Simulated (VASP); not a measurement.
Wanted: the native input for a VASP 6.6.1 run.

* Task: single point
* Functional: LDA
* Potentials or basis: VASP PAW LDA potentials, release 64 (Al)
* Cutoff: 520 eV
* k mesh: 18 × 18 × 10
* Occupations: gaussian, width 0.15 eV
* Spin: no spin polarisation
* Dipole correction: no
* Further INCAR settings: ALGO = Fast; EDIFF = 1e-06; NBANDS = 10

The structure of Al lies in POSCAR:

```
Al
1.0
    2.8515000000      0.0000000000      0.0000000000
   -1.4257500000      2.4694714389      0.0000000000
    0.0000000000      0.0000000000      4.3113000000
Al
2
Direct
    0.6666666667      0.3333333333      0.7500000000
    0.3333333333      0.6666666667      0.2500000000
```

The input as run:

INCAR

```
PREC     = Accurate       # precision mode
ENCUT    = 520            # plane-wave cutoff, eV
EDIFF    = 1E-6           # SCF threshold, eV
ISMEAR   = 0              # smearing method
SIGMA    = 0.15           # smearing width, eV
LREAL    = F              # projectors in reciprocal space
LASPH    = T              # aspherical terms in the spheres
NELM     = 80             # most SCF steps
ALGO     = Fast           # electronic algorithm
ISIF     = 2              # what is computed and relaxed
LWAVE    = F              # write WAVECAR
LCHARG   = F              # write CHGCAR
GGA      = CA             # functional
NBANDS   = 10             # bands
```

KPOINTS

```
regular mesh
0
Gamma
  18 18 10
```

Potentials or basis: VASP PAW LDA potentials, release 64 (Al).

Command:

```console
$ cat potpaw_LDA.64/Al/POTCAR > POTCAR
$ mpirun -np 1 vasp_std > vasp.out
```

It gave:

The pressure is 5.2 GPa and the band gap on the k mesh is zero (band 3 reaches 14.13 eV, above the bottom of band 4 at 5.22 eV).

Run time: 25 s on 1 thread of Intel Xeon 6975P-C, with other jobs on the host, peak memory 0.17 GiB.
